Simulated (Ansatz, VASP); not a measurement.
## YNbSe3: VASP beside Ansatz

```
Y Nb Se
1.0
     5.34482    0.00000    0.00000
     0.00000    5.34482    0.00000
     0.00000    0.00000    5.34482
Y Nb Se
1 1 3
Direct
  0.00000 0.00000 0.00000
  0.50000 0.50000 0.50000
  0.50000 0.00000 0.00000
  0.00000 0.50000 0.00000
  0.00000 0.00000 0.50000
```

Alike in both runs: functional PBE; k mesh 8 × 8 × 8; occupations gaussian, width 0.1 eV; collinear spin.

Ansatz relaxed the structure, and its values are those at the end. VASP's run is a single point on that final structure, the one shown.

|  | VASP | Ansatz |
| --- | --- | --- |
| version | VASP 6.6.1 | Ansatz 0.2.0 |
| potentials or method | VASP PAW PBE potentials, release 64 (Y_sv, Nb_sv, Se), cutoff 520 eV | scalar-relativistic, plane waves, PAW |
| valence electrons in the cell | 42 | 72 |

```csv
,VASP,Ansatz,Ansatz less VASP
gap on the k mesh at the Fermi level (eV),none,none,-
pressure (GPa),0.0,0.0,+0.01
net moment per atom (μB),0.41,0.41,0.000
size of the moment on the site where the two differ most (μB),2.35,2.87,+0.523
```

Site moments also hang on the region over which each program counts them. A gap of «none» marks a metal or a gap that the smearing closes. VASP's potentials hold 42 valence electrons a cell and Ansatz's 72, so a difference there can come from the potentials and not from the codes.
